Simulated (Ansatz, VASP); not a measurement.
# Ti in VASP and in Ansatz

The input INCAR:

```
PREC = Accurate
ENCUT = 520
EDIFF = 1E-6
ISMEAR = 0
SIGMA = 0.15
LREAL = F
LASPH = T
NELM = 100
ALGO = Fast
ISIF = 2
LWAVE = F
LCHARG = F
GGA = PE
NBANDS = 12
```

File KPOINTS:

```
regular mesh
0
Gamma
  20 20 20
```

File POSCAR:

```
Ti
1.0
   -1.6872708295      1.6872708295      1.7089995379
    1.6872708295     -1.6872708295      1.7089995379
    1.5679663855      1.5679663855     -1.7089995379
Ti
1
Direct
    0.0000000000      0.0000000000      0.0000000000
```

Input for Ansatz:

```yaml
crystal:
  lattice:
    - [-1.6872708295, 1.6872708295, 1.7089995379]
    - [1.6872708295, -1.6872708295, 1.7089995379]
    - [1.5679663855, 1.5679663855, -1.7089995379]
  atoms:
    - { symbol: Ti, position: [0.0, 0.0, 0.0] }
basis:
  ecutwfc: 520.0
kpoints:
  mp_grid: { grid: [20, 20, 20] }
hamiltonian:
  xc: pbe
  pseudopotentials: { kind: paw, azcp: { folder: soft_1 } }
scf:
  occupations: { method: gaussian, width: 0.15 }
output:
  forces: true
  stress: true
  eigenvalues: true
```

Change from the starting cell: engineering shear strain xy -0.0733, normal strain along z +0.0500.

Alike in both runs: task single point; functional PBE; k mesh 20 × 20 × 20; occupations gaussian, width 0.15 eV; no spin polarisation.

```csv
,VASP,Ansatz
version,VASP 6.6.1,Ansatz 0.2.0
potentials or method,"VASP PAW PBE potentials, release 64 (Ti_sv), cutoff 520 eV","scalar-relativistic, plane waves, PAW"
valence electrons in the cell,12,12
```

```tsv
	VASP	Ansatz	Ansatz less VASP
gap on the k mesh at the Fermi level (eV)	none	none	-
pressure (GPa)	-4.8	-4.5	+0.25
traceless stress, the component that is largest in VASP (GPa)	2.31	2.31	+0.005
```

A gap of «none» marks a metal or a gap that the smearing closes. With one functional, cell and mesh, what is left measures potentials, basis and numerics.
